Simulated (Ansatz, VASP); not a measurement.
## One calculation of SrSi3, two programs

```
Sr Si
1.0
     6.66259    0.00000    0.00000
    -3.33129    5.76997    0.00000
     0.00000    0.00000    4.43268
Sr Si
2 6
Direct
  0.33333 0.66667 0.25000
  0.66667 0.33333 0.75000
  0.87320 0.74639 0.25000
  0.12680 0.87320 0.75000
  0.25361 0.12680 0.25000
  0.12680 0.25361 0.75000
  0.87320 0.12680 0.25000
  0.74639 0.87320 0.75000
```

Alike in both runs: task relaxation of cell and atoms; functional PBE; k mesh 6 × 6 × 8; occupations gaussian, width 0.1 eV; no spin polarisation.

|  | VASP | Ansatz |
| --- | --- | --- |
| version | VASP 6.6.1 | Ansatz 0.2.0 |
| potentials or method | VASP PAW PBE potentials, release 64 (Sr_sv, Si), cutoff 600 eV | scalar-relativistic, plane waves, PAW |
| valence electrons in the cell | 44 | 44 |

Ansatz gave:

| Property | Result |
| --- | --- |
| gap on the k mesh at the Fermi level, each at its own relaxed structure (eV) | none |
| relaxed volume (Å³/atom) | 21.45 |
| relaxed cell length with the largest relative difference (Å) | 6.524 |

Question: What did VASP give for the same quantities?

Answer: gap on the k mesh at the Fermi level, each at its own relaxed structure (eV): none; relaxed volume (Å³/atom): 21.49; relaxed cell length with the largest relative difference (Å): 6.530.

A gap of «none» marks a metal or a gap that the smearing closes.
